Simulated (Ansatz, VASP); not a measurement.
**Nb: VASP beside Ansatz**

Contents of INCAR:

```
ALGO = Normal ; EDIFF = 1E-6
ENCUT = 520 ; GGA = PE
ISIF = 2 ; ISMEAR = -1
LASPH = T ; LCHARG = F
LREAL = F ; LWAVE = F
NBANDS = 12 ; NELM = 80
PREC = Accurate ; SIGMA = 0.08
```

KPOINTS

```
k-points
0
Gamma
  13 13 13
```

The input POSCAR:

```
Nb
1.0
   -0.0634500000      2.0832750000      2.0832750000
    2.0832750000     -0.0634500000      2.0832750000
    2.0832750000      2.0832750000     -0.0634500000
Nb
1
Direct
    0.0000000000      0.0000000000      0.0000000000
```

Input for Ansatz:

```yaml
crystal:
  lattice:
    - [-0.06345, 2.083275, 2.083275]
    - [2.083275, -0.06345, 2.083275]
    - [2.083275, 2.083275, -0.06345]
  atoms:
    - { symbol: Nb, position: [0.0, 0.0, 0.0] }
kpoints:
  mp_grid: { grid: [13, 13, 13] }
  band_path:
    path:
      - [0.0, 0.0, 0.0]
      - [0.5, 0.5, 0.5]
      - [0.2579113083, 0.5, 0.7420886917]
      - [-0.2579113083, 0.2579113083, 0.5]
      - [0.0, 0.0, 0.5]
      - [0.0, 0.0, 0.0]
      - [-0.3789556542, 0.0, 0.3789556542]
      - [0.0, 0.3789556542, 0.6210443458]
      - [0.0, 0.5, 0.5]
    npoints: 5
scf:
  occupations: { method: fermi_dirac, width: 0.08 }
hamiltonian:
  xc: pbe
  pseudopotentials: { kind: all_electron, lapw: { basis_error: 0.00025 } }
output:
  forces: true
  stress: true
  eigenvalues: true
```

Change from the starting cell: equal xy, yz and zx shear strains of -3 %.

Alike in both runs: task single point; functional PBE; k mesh 13 × 13 × 13; occupations fermi-dirac, width 0.08 eV; no spin polarisation.

|  | VASP | Ansatz |
| --- | --- | --- |
| version | VASP 6.6.1 | Ansatz 0.2.0 |
| potentials or method | VASP PAW PBE potentials, release 64 (Nb_sv), cutoff 520 eV | all-electron LAPW, scalar-relativistic |

```csv
,VASP,Ansatz,Ansatz less VASP
pressure (GPa),-1.6,-1.3,+0.29
"traceless stress, the component that is largest in VASP (GPa)",-0.91,-0.95,-0.038
```

Ansatz ran all-electron here, and VASP with PAW potentials.
